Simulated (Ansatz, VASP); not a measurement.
# Li5Ge in VASP and in Ansatz

```xyz
6
Lattice="4.3070 0.0000 0.0000 0.0000 4.3070 0.0000 0.0000 0.0000 5.0281" Properties=species:S:1:pos:R:3 pbc="T T T"
Li    0.0000    2.1535    1.0775
Li    2.1535    0.0000    1.0775
Li    0.0000    2.1535    3.9506
Li    2.1535    0.0000    3.9506
Li    2.1535    2.1535    2.5140
Ge    0.0000    0.0000    2.5140
```

Alike in both runs: task relaxation of cell and atoms; functional PBE; k mesh 4 × 4 × 4; occupations gaussian, width 0.1 eV; no spin polarisation.

```csv
,VASP,Ansatz
version,VASP 6.6.1,Ansatz 0.2.0
potentials or method,"VASP PAW PBE potentials, release 64 (Li_sv, Ge_d), cutoff 600 eV","scalar-relativistic, plane waves, PAW"
valence electrons in the cell,29,29
```

Ansatz gave:

```
gap on the k mesh at the Fermi level, each at its own relaxed structure (eV) : none
relaxed volume (Å³/atom)                                                     : 18.39
relaxed cell length with the largest relative difference (Å)                 : 6.000
```

What did VASP give for the same quantities?

gap on the k mesh at the Fermi level, each at its own relaxed structure (eV): none; relaxed volume (Å³/atom): 17.97; relaxed cell length with the largest relative difference (Å): 5.868.

A gap of «none» marks a metal or a gap that the smearing closes.

The k mesh is coarse, so the values compare programs but aren't converged. Noted on VASP's run: the cutoff is short for stress, so the pressure is rough; the volume moved by over 15 % at a fixed basis, so the end points are rough.
